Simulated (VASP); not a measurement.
# HC64 (a cell with a defect) in VASP: further runs, part 3 of 3

VASP 6.6.1.

**6. Relaxation of the atoms, PBEsol**

Contents of INCAR:

```
SYSTEM = HC64
PREC = Accurate
ENCUT = 520
EDIFF = 1E-7
ISMEAR = -1
SIGMA = 0.05
LREAL = Auto
LASPH = .True.
NELM = 120
ALGO = Normal
ISIF = 2
LWAVE = .False.
LCHARG = .False.
GGA = PS
IBRION = 2
NSW = 100
EDIFFG = -0.03
NELECT = 256.0
ISYM = -1
GGA_COMPAT = .False.
NELMIN = 4
```

Contents of KPOINTS:

```
explicit points
1
Reciprocal
  0.25000000   0.25000000   0.25000000 1
```

Contents of POSCAR:

```
HC64
1.0
    7.1076060000      0.0000000000      0.0000000000
    0.0000000000      7.1076060000      0.0000000000
    0.0000000000      0.0000000000      7.1076060000
C H
64 1
Direct
    0.9995540000      0.0015670000      0.0021110000
    0.0006180000      0.9989350000      0.5066750000
    0.0001270000      0.5041030000      0.0024440000
    0.9987570000      0.5001600000      0.4994800000
    0.4914940000      0.0021710000      0.0015630000
    0.4951480000      0.0038250000      0.4977250000
    0.5001620000      0.5043280000      0.0025690000
    0.5038840000      0.4989290000      0.4968280000
    0.1242720000      0.1254110000      0.1295390000
    0.1248380000      0.1263760000      0.6253650000
    0.1234280000      0.6219240000      0.1261650000
    0.1232200000      0.6189740000      0.6243290000
    0.6257210000      0.1224090000      0.1267490000
    0.6207200000      0.1240150000      0.6265050000
    0.6186890000      0.6228830000      0.1296360000
    0.6241580000      0.6222010000      0.6241390000
    0.2506260000      0.2512510000      0.9908230000
    0.2512050000      0.2468590000      0.5029300000
    0.2522120000      0.7518720000      0.0048450000
    0.2473840000      0.7490900000      0.5034520000
    0.7490860000      0.2470110000      0.0001980000
    0.7540320000      0.2469980000      0.4989710000
    0.7525050000      0.7527540000      0.9985200000
    0.7564140000      0.7472080000      0.4993640000
    0.3773390000      0.3758350000      0.1269970000
    0.3752490000      0.3781560000      0.6275120000
    0.3719680000      0.8764970000      0.1228420000
    0.3734700000      0.8761470000      0.6250090000
    0.8786720000      0.3715200000      0.1274730000
    0.8757860000      0.3775270000      0.6216660000
    0.8703310000      0.8749050000      0.1267340000
    0.8738590000      0.8746170000      0.6255530000
    0.2535420000      0.9977820000      0.2525000000
    0.2485860000      0.0014500000      0.7532550000
    0.2487360000      0.5019300000      0.2495830000
    0.2532240000      0.5015840000      0.7544350000
    0.7493610000      0.9998440000      0.2498920000
    0.7541890000      0.9983010000      0.7559510000
    0.7480110000      0.4957950000      0.2503530000
    0.7480790000      0.4951070000      0.7512250000
    0.3740800000      0.1259340000      0.3773500000
    0.3775940000      0.1236430000      0.8752140000
    0.3728440000      0.6271680000      0.3770200000
    0.3729720000      0.6303660000      0.8699880000
    0.8715680000      0.1232600000      0.3717950000
    0.8746940000      0.1246860000      0.8737800000
    0.8757690000      0.6253650000      0.3747810000
    0.8734100000      0.6258080000      0.8751010000
    0.9990650000      0.2472230000      0.2507340000
    0.0047820000      0.2508140000      0.7492100000
    0.9997790000      0.7573860000      0.2495980000
    0.0024200000      0.7537320000      0.7504450000
    0.5045660000      0.2460760000      0.2502570000
    0.4984420000      0.2540900000      0.7469640000
    0.5021020000      0.7472410000      0.2488620000
    0.4995410000      0.7525760000      0.7489030000
    0.1286290000      0.3726440000      0.3718510000
    0.1256430000      0.3719860000      0.8768580000
    0.1239580000      0.8758860000      0.3771990000
    0.1208730000      0.8760980000      0.8750350000
    0.6244410000      0.3774970000      0.3721070000
    0.6233960000      0.3727620000      0.8723980000
    0.6200150000      0.8745120000      0.3737450000
    0.6190810000      0.8743860000      0.8807050000
    0.3733610000      0.3793690000      0.3749320000
```

Potentials or basis: VASP PAW PBE potentials, release 64 (C, H).

Run with:

```console
cat potpaw_PBE.64/C/POTCAR potpaw_PBE.64/H/POTCAR > POTCAR
mpirun -np 1 vasp_std > vasp.out
```

It took 37 min on 1 thread of Intel Xeon 6975P-C (Granite Rapids), shared host; peak memory 0.44 GiB.

Results (log left out):

* Free energy: -625.8979 eV
* Energy gained by relaxing: 41.8 meV/atom
* Ionic steps: 66
* Largest force after relaxing: 0.030 eV/Å

Forces on the atoms (eV/Å):
```
C   -0.001 -0.002 -0.003
C    0.000  0.000  0.003
C   -0.001 -0.002 -0.002
C    0.003  0.000 -0.003
C    0.004  0.001 -0.001
C    0.004  0.000  0.000
C   -0.003 -0.002  0.000
C   -0.004  0.006 -0.004
C    0.000 -0.004 -0.003
C    0.002  0.001 -0.001
C   -0.001  0.001 -0.002
C    0.001  0.003  0.000
C    0.000  0.001  0.000
C    0.002 -0.002 -0.001
C    0.002  0.002 -0.001
C    0.000  0.000 -0.003
C   -0.004 -0.003  0.002
C    0.001  0.000  0.001
C    0.000  0.001  0.002
C    0.002  0.001  0.001
C   -0.001  0.000  0.003
C   -0.002  0.001  0.002
C   -0.003 -0.002  0.000
C   -0.001 -0.001  0.003
C    0.000  0.002  0.002
C    0.000  0.004 -0.002
C   -0.001  0.000  0.001
C   -0.002  0.002  0.001
C   -0.002 -0.003  0.000
C    0.000 -0.001 -0.001
C    0.000  0.000  0.000
C   -0.002 -0.001  0.001
C    0.000  0.001  0.000
C    0.001  0.001  0.001
C    0.000 -0.001 -0.005
C    0.004  0.000  0.001
C    0.000 -0.001  0.002
C    0.004  0.000  0.004
C    0.002 -0.001 -0.001
C    0.002 -0.002 -0.002
C    0.001  0.003  0.000
C    0.000 -0.003 -0.001
C    0.005  0.006  0.004
C    0.002  0.001  0.001
C    0.000 -0.002  0.000
C    0.000  0.000 -0.001
C    0.004 -0.001 -0.001
C    0.001 -0.001 -0.001
C    0.001 -0.004 -0.002
C    0.002 -0.001 -0.001
C    0.002 -0.001  0.001
C    0.001 -0.001  0.000
C    0.001  0.001  0.001
C   -0.001  0.000 -0.002
C    0.002  0.001  0.003
C    0.001  0.001  0.002
C    0.001 -0.005 -0.001
C   -0.001  0.000 -0.002
C    0.001  0.001  0.001
C   -0.002 -0.001  0.002
C   -0.002  0.001  0.000
C   -0.001  0.001  0.001
C    0.001 -0.002  0.001
C    0.001  0.000  0.001
H   -0.028  0.012  0.000
```

The path:
```csv
step,energy change (eV),largest force (eV/Å),pressure (GPa)
1,0.0000,3.7792,-1.78
3,-1.7446,0.6469,-2.77
5,-1.8888,0.3591,-2.81
7,-1.9166,0.3739,-2.80
9,-1.9311,0.4786,-2.80
11,-1.9579,0.8000,-2.79
13,-1.9845,0.9602,-2.77
15,-2.1003,1.2696,-2.61
17,-2.1152,1.2166,-2.55
19,-2.1295,1.4472,-2.45
21,-2.1405,1.9007,-2.15
23,-2.1864,1.5823,-2.30
25,-2.3782,0.6419,-2.24
27,-2.5211,0.6514,-1.97
29,-2.5991,0.4238,-1.91
31,-2.6224,0.2670,-1.97
33,-2.6278,0.1893,-2.03
35,-2.6299,0.1277,-2.06
37,-2.6317,0.1083,-2.09
39,-2.6337,0.1550,-2.11
41,-2.6358,0.2691,-2.13
43,-2.6400,0.3159,-2.13
45,-2.6450,0.3970,-2.09
47,-2.6422,0.6875,-1.89
49,-2.6553,0.4691,-1.98
51,-2.6722,0.4511,-1.74
53,-2.6777,0.4100,-1.76
55,-2.6935,0.4821,-1.47
57,-2.7070,0.1767,-1.19
59,-2.7134,0.1801,-1.15
61,-2.7167,0.0965,-1.12
63,-2.7176,0.0347,-1.11
65,-2.7177,0.0330,-1.11
66,-2.7178,0.0300,-1.11
```

Final structure:
```
C H
1.0
     7.10761    0.00000    0.00000
     0.00000    7.10761    0.00000
     0.00000    0.00000    7.10761
C H
64 1
Direct
  0.99959 0.99703 0.99998
  0.00032 0.99823 0.50061
  0.99848 0.49683 0.99886
  0.99960 0.49795 0.49959
  0.50015 0.99828 0.00086
  0.50069 0.99938 0.50114
  0.49957 0.49801 0.99994
  0.50816 0.50039 0.50807
  0.12431 0.12139 0.12461
  0.12534 0.12338 0.62573
  0.12330 0.62452 0.12384
  0.12615 0.62270 0.62545
  0.62504 0.12349 0.12597
  0.62572 0.12384 0.62608
  0.62531 0.62252 0.12610
  0.62988 0.62564 0.63036
  0.24868 0.24480 0.99716
  0.24989 0.24751 0.49970
  0.25065 0.74807 0.00034
  0.25047 0.75174 0.50362
  0.74939 0.24770 0.00020
  0.75018 0.24806 0.50069
  0.75022 0.74788 0.00101
  0.75196 0.74910 0.50157
  0.37398 0.36910 0.12039
  0.37582 0.37415 0.62687
  0.37517 0.87369 0.12589
  0.37669 0.87598 0.62832
  0.87387 0.37244 0.12504
  0.87550 0.37322 0.62573
  0.87522 0.87297 0.12593
  0.87638 0.87382 0.62626
  0.24992 0.99796 0.25028
  0.25014 0.99844 0.75090
  0.23273 0.48196 0.23167
  0.25025 0.49816 0.75066
  0.75004 0.99811 0.25055
  0.75044 0.99826 0.75082
  0.75024 0.49810 0.25050
  0.75176 0.49793 0.75211
  0.37526 0.12322 0.37567
  0.37547 0.12246 0.87500
  0.39154 0.64326 0.39160
  0.37559 0.62358 0.87590
  0.87416 0.12210 0.37590
  0.87520 0.12310 0.87564
  0.87544 0.62354 0.37591
  0.87575 0.62335 0.87606
  0.99621 0.24413 0.24867
  0.99981 0.24779 0.74994
  0.00003 0.74809 0.25126
  0.00067 0.74783 0.75043
  0.49922 0.24821 0.25073
  0.50034 0.24796 0.75064
  0.50269 0.75050 0.24991
  0.50119 0.74928 0.75250
  0.11854 0.36757 0.37363
  0.12480 0.37257 0.87442
  0.12567 0.87389 0.37574
  0.12548 0.87297 0.87559
  0.62627 0.37437 0.37611
  0.62536 0.37320 0.87582
  0.62740 0.87538 0.37704
  0.62593 0.87391 0.87686
  0.33247 0.49374 0.36236
```

Levels at points of the mesh, in eV from the Fermi level:
```csv
k point,band 124,band 125,band 126,band 127,band 128,band 129,band 130,band 131,band 132,band 133
"(0.25, 0.25, 0.25)",-2.49,-2.48,-2.39,-1.27,-1.26,2.09,4.11,4.18,4.26,4.50
```

Caveat: the cell carries a net charge on a neutralising background, which shifts energy and pressure; the cell is charged against a uniform background, so pressure and absolute levels hang on convention; the PAW data sets were made with another functional, which shifts forces and pressure a little.

**7. Relaxation of the atoms, PBEsol**

Contents of INCAR:

```
ALGO = Normal ; EDIFF = 1E-7
EDIFFG = -0.03 ; ENCUT = 520
GGA = PS ; GGA_COMPAT = False
IBRION = 2 ; ISIF = 2
ISMEAR = -1 ; ISYM = -1
LASPH = True ; LCHARG = False
LREAL = Auto ; LWAVE = False
NELECT = 258.0 ; NELM = 120
NELMIN = 4 ; NSW = 100
PREC = Accurate ; SIGMA = 0.05
```

KPOINTS is that of step 6.

POSCAR is that of step 6.

Run with:

```console
cat potpaw_PBE.64/C/POTCAR potpaw_PBE.64/H/POTCAR > POTCAR
mpirun -np 1 vasp_std > vasp.out
```

Run time: 11 min. Hardware: 1 thread of Intel Xeon 6975P-C (Granite Rapids), shared host; peak memory 0.42 GiB.

The run converged. Its results:

```
Free energy                  : -600.2939 eV
Energy gained by relaxing    : 33.9 meV/atom
Ionic steps                  : 18
Largest force after relaxing : 0.023 eV/Å
```

Forces on the atoms (eV/Å):
```
C    0.001  0.008  0.010
C   -0.001  0.001 -0.001
C    0.003  0.004  0.001
C    0.009 -0.004 -0.007
C   -0.001 -0.001  0.003
C   -0.001  0.014 -0.011
C   -0.011 -0.001  0.013
C    0.003  0.004  0.002
C   -0.007 -0.002 -0.003
C    0.008  0.002 -0.006
C    0.004 -0.001 -0.005
C    0.000  0.011  0.005
C   -0.004  0.005 -0.009
C    0.000 -0.011  0.013
C    0.001  0.006 -0.012
C   -0.005 -0.004 -0.014
C   -0.004  0.002  0.000
C    0.005 -0.007 -0.007
C    0.000  0.004  0.013
C    0.005  0.002 -0.003
C   -0.004  0.009  0.019
C   -0.009 -0.001 -0.004
C   -0.008 -0.010  0.010
C   -0.007 -0.008 -0.011
C   -0.001  0.002 -0.010
C   -0.004 -0.008 -0.001
C   -0.001  0.003 -0.003
C    0.000 -0.002  0.009
C   -0.001 -0.008 -0.017
C   -0.003 -0.002  0.000
C   -0.001 -0.003 -0.001
C   -0.004  0.005  0.011
C   -0.001 -0.006  0.006
C   -0.007  0.009  0.004
C   -0.010  0.010 -0.004
C    0.006 -0.004 -0.003
C    0.000 -0.007  0.007
C   -0.001  0.001 -0.005
C   -0.006 -0.008  0.016
C    0.002  0.004  0.000
C   -0.001  0.005 -0.002
C    0.002  0.003  0.003
C   -0.006  0.006 -0.010
C    0.001  0.005 -0.002
C   -0.002 -0.008  0.007
C    0.002 -0.003 -0.009
C   -0.005  0.003  0.007
C   -0.003 -0.004  0.004
C    0.005  0.009 -0.002
C    0.009 -0.002  0.001
C    0.010 -0.002  0.008
C    0.016 -0.005 -0.003
C    0.019 -0.004 -0.012
C    0.005  0.009 -0.011
C   -0.009 -0.009  0.003
C   -0.006  0.011  0.008
C    0.001 -0.002  0.000
C    0.001  0.002  0.000
C   -0.006 -0.005  0.006
C   -0.002 -0.006  0.003
C    0.003 -0.007  0.002
C    0.011 -0.011 -0.007
C    0.003 -0.009  0.013
C    0.000  0.009 -0.001
H    0.010  0.007 -0.011
```

Step by step:
```tsv
step	energy change (eV)	largest force (eV/Å)	pressure (GPa)
1	0.0000	3.4019	12.87
2	4.7325	8.3648	16.89
3	-2.0149	0.8649	11.92
4	-2.0800	0.7440	12.04
5	-2.1549	0.3537	11.95
6	-2.1784	0.2937	11.90
7	-2.1822	0.2008	11.91
8	-2.1910	0.1637	11.89
9	-2.1912	0.1682	11.89
10	-2.1953	0.1306	11.90
11	-2.1953	0.1299	11.91
12	-2.1974	0.1299	11.92
13	-2.1975	0.1378	11.92
14	-2.1992	0.0552	11.93
15	-2.1993	0.0496	11.94
16	-2.2002	0.0376	11.94
17	-2.2002	0.0370	11.94
18	-2.2004	0.0231	11.94
```

Final structure:
```
CELL_PARAMETERS angstrom
7.10761 0.00000 0.00000
0.00000 7.10761 0.00000
0.00000 0.00000 7.10761
ATOMIC_POSITIONS crystal
C 0.99977 0.00015 0.00051
C 0.99954 0.99995 0.50066
C 0.99954 0.50028 0.00039
C 0.99757 0.50007 0.50048
C 0.49986 0.99990 0.00035
C 0.49962 0.99806 0.50047
C 0.49967 0.50004 0.99852
C 0.49954 0.49993 0.50036
C 0.12527 0.12568 0.12608
C 0.12301 0.12342 0.62912
C 0.12298 0.62868 0.12383
C 0.12443 0.62512 0.62555
C 0.62817 0.12345 0.12391
C 0.62473 0.12492 0.62553
C 0.62477 0.62517 0.12530
C 0.62571 0.62607 0.62650
C 0.24971 0.25009 0.99951
C 0.25281 0.25329 0.49738
C 0.24880 0.75015 0.00048
C 0.24918 0.75107 0.50001
C 0.74976 0.24923 0.00047
C 0.75066 0.24965 0.50002
C 0.74952 0.74993 0.00026
C 0.74977 0.75022 0.50001
C 0.37539 0.37563 0.12148
C 0.37484 0.37527 0.62961
C 0.37479 0.87528 0.12524
C 0.37457 0.87515 0.62595
C 0.87490 0.37523 0.12530
C 0.87474 0.37499 0.62602
C 0.87479 0.87525 0.12595
C 0.87474 0.87513 0.62493
C 0.24969 0.99910 0.25050
C 0.24886 0.00003 0.75061
C 0.25336 0.49631 0.25425
C 0.24916 0.49961 0.75153
C 0.74979 0.00014 0.24961
C 0.74947 0.99991 0.75030
C 0.75068 0.49967 0.24998
C 0.74973 0.49960 0.75061
C 0.37526 0.12106 0.37619
C 0.37480 0.12477 0.87574
C 0.37496 0.62918 0.37578
C 0.37457 0.62554 0.87562
C 0.87491 0.12485 0.37560
C 0.87477 0.12559 0.87564
C 0.87479 0.62562 0.37535
C 0.87475 0.62455 0.87554
C 0.99862 0.25009 0.25056
C 0.99963 0.24925 0.75066
C 0.99968 0.75022 0.24958
C 0.99947 0.74990 0.75030
C 0.49634 0.25328 0.25379
C 0.49918 0.24959 0.75155
C 0.49924 0.75112 0.25003
C 0.49921 0.75009 0.75055
C 0.12050 0.37567 0.37630
C 0.12438 0.37521 0.87579
C 0.12442 0.87536 0.37558
C 0.12518 0.87522 0.87559
C 0.62867 0.37531 0.37565
C 0.62512 0.37503 0.87565
C 0.62517 0.87527 0.37535
C 0.62413 0.87512 0.87554
H 0.37007 0.37107 0.37126
```

Levels at points of the mesh, in eV from the Fermi level:
```csv
k point,band 126,band 127,band 128,band 129,band 130,band 131,band 132,band 133
"(0.25, 0.25, 0.25)",-5.72,-4.57,-4.57,-0.86,0.90,0.90,1.03,1.20
```

Caveat: the cell carries a net charge on a neutralising background, which shifts energy and pressure; the cell is charged against a uniform background, so pressure and absolute levels hang on convention; the PAW data sets were made with another functional, which shifts forces and pressure a little.
